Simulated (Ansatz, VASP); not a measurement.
## KI: VASP beside Ansatz

Contents of INCAR:

```
SYSTEM = KI
ALGO = Normal ; EDIFF = 1E-7
ENCUT = 520 ; GGA = PE
ISIF = 2 ; ISMEAR = 0
LASPH = .TRUE. ; LCHARG = .FALSE.
LREAL = .FALSE. ; LWAVE = .FALSE.
NBANDS = 15 ; NELM = 100
PREC = Accurate ; SIGMA = 0.02
```

File KPOINTS:

```
k-points
0
G
  6 6 6
  0 0 0
```

Contents of POSCAR:

```
KI
1.0
    0.0000000000      3.6855161985      3.6855161985
    3.6855161985      0.0000000000      3.6855161985
    3.6855161985      3.6855161985      0.0000000000
K I
1 1
Direct
    0.0000000000      0.0000000000      0.0000000000
    0.5000000000      0.5000000000      0.5000000000
```

Input for Ansatz:

```yaml
crystal:
  lattice:
    - [0.0, 3.6855161985, 3.6855161985]
    - [3.6855161985, 0.0, 3.6855161985]
    - [3.6855161985, 3.6855161985, 0.0]
  atoms:
    - { symbol: K, position: [0.0, 0.0, 0.0] }
    - { symbol: I, position: [0.5, 0.5, 0.5] }
basis:
  ecutwfc: 420
kpoints:
  mp_grid: { grid: [6, 6, 6] }
hamiltonian:
  xc: pbe
scf:
  occupations: { method: gaussian, width: 0.02 }
output:
  forces: true
  stress: true
  eigenvalues: true
```

Alike in both runs: task single point; functional PBE; k mesh 6 × 6 × 6; occupations gaussian, width 0.02 eV; no spin polarisation.

|  | VASP | Ansatz |
| --- | --- | --- |
| version | VASP 6.6.1 | Ansatz 0.2.0 |
| potentials or method | VASP PAW PBE potentials, release 64 (K_sv, I), cutoff 520 eV | scalar-relativistic, plane waves, PAW |
| valence electrons in the cell | 16 | 26 |

```tsv
	VASP	Ansatz	Ansatz less VASP
gap on the k mesh at the Fermi level (eV)	3.69	3.69	+0.003
least direct gap on the mesh (eV)	3.69	3.69	+0.003
pressure (GPa)	-0.7	-0.7	-0.01
```

VASP's potentials hold 16 valence electrons a cell and Ansatz's 26, so a difference there can come from the potentials and not from the codes.

Neither program's run includes spin-orbit coupling.
